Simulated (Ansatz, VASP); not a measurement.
**Two plane-wave programs on SiC**

INCAR

```
SYSTEM = SiC
PREC = Accurate ; ENCUT = 520
EDIFF = 1E-6 ; ISMEAR = 0
SIGMA = 0.05 ; LREAL = .FALSE.
LASPH = .TRUE. ; NELM = 60
ALGO = Normal ; ISIF = 2
LWAVE = .FALSE. ; LCHARG = .FALSE.
GGA = PE ; NBANDS = 11
```

The input KPOINTS:

```
Automatic mesh
0
G
  12 12 12
  0 0 0
```

The input POSCAR:

```
SiC
1.0
    0.0000000000      2.3479200000      2.0000800000
    2.3479200000      0.0000000000      2.0000800000
    2.3479200000      2.3479200000      0.0000000000
Si C
1 1
Direct
    0.0000000000      0.0000000000      0.0000000000
    0.7500000000      0.7500000000      0.7500000000
```

Input for Ansatz:

```yaml
crystal:
  lattice:
    - [0.0, 2.34792, 2.00008]
    - [2.34792, 0.0, 2.00008]
    - [2.34792, 2.34792, 0.0]
  atoms:
    - { symbol: Si, position: [0.0, 0.0, 0.0] }
    - { symbol: C, position: [0.75, 0.75, 0.75] }
basis:
  ecutwfc: 420
kpoints:
  mp_grid: { grid: [12, 12, 12] }
hamiltonian:
  xc: pbe
scf:
  occupations: { method: gaussian, width: 0.05 }
output:
  forces: true
  stress: true
  eigenvalues: true
```

Change from the starting cell: strain +0.080 along x and y, -0.080 along z, atoms carried along.

Alike in both runs: task single point; functional PBE; k mesh 12 × 12 × 12; occupations gaussian, width 0.05 eV; no spin polarisation.

|  | VASP | Ansatz |
| --- | --- | --- |
| version | VASP 6.6.1 | Ansatz 0.2.0 |
| potentials or method | VASP PAW PBE potentials, release 64 (Si, C), cutoff 520 eV | scalar-relativistic, plane waves, PAW |
| valence electrons in the cell | 8 | 8 |

|  | VASP | Ansatz | Ansatz less VASP |
| --- | --- | --- | --- |
| gap on the k mesh at the Fermi level (eV) | 0.09 | 0.09 | +0.002 |
| least direct gap on the mesh (eV) | 4.22 | 4.22 | -0.001 |
| pressure (GPa) | -11.1 | -11.1 | +0.01 |
| traceless stress, the component that is largest in VASP (GPa) | 19.92 | 19.87 | -0.049 |
